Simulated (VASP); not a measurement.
Input of a VASP 6.6.1 run:

Contents of INCAR:

```
PREC     = Accurate       # precision mode
ENCUT    = 600            # plane-wave cutoff, eV
EDIFF    = 1E-6           # SCF threshold, eV
ISMEAR   = 0              # smearing method
SIGMA    = 0.1            # smearing width, eV
LREAL    = False          # projectors in reciprocal space
LASPH    = True           # aspherical terms in the spheres
NELM     = 80             # most SCF steps
ALGO     = Fast           # electronic algorithm
ISIF     = 3              # what is computed and relaxed
LWAVE    = False          # write WAVECAR
LCHARG   = False          # write CHGCAR
GGA      = PS             # functional
IBRION   = 2              # ionic algorithm
NSW      = 80             # ionic steps
EDIFFG   = -0.01          # ionic threshold
```

File KPOINTS:

```
regular mesh
0
Gamma
  12 12 12
```

File POSCAR:

```
FeCo3
1.0
    3.5357026200      0.0000000000      0.0000000000
    0.0000000000      3.5357026200      0.0000000000
    0.0000000000      0.0000000000      3.5357026200
Fe Co
1 3
Direct
    0.0000000000      0.0000000000      0.0000000000
    0.5000000000      0.5000000000      0.0000000000
    0.5000000000      0.0000000000      0.5000000000
    0.0000000000      0.5000000000      0.5000000000
```

Potentials or basis: VASP PAW PBE potentials, release 64 (Fe, Co).

Run with:

```console
$ cat potpaw_PBE.64/Fe/POTCAR potpaw_PBE.64/Co/POTCAR > POTCAR
$ mpirun -np 1 vasp_std > vasp.out
```

(1) What does it give for the space group after relaxing (to 0.1 Å)?

(2) Estimate the band gap on the k mesh.

Answers

(1) Pm-3m (No. 221).

(2) zero (an odd number of electrons rules out a gap without spin polarisation).

Caveat: the run has no spin polarisation, though such a crystal can be magnetic.
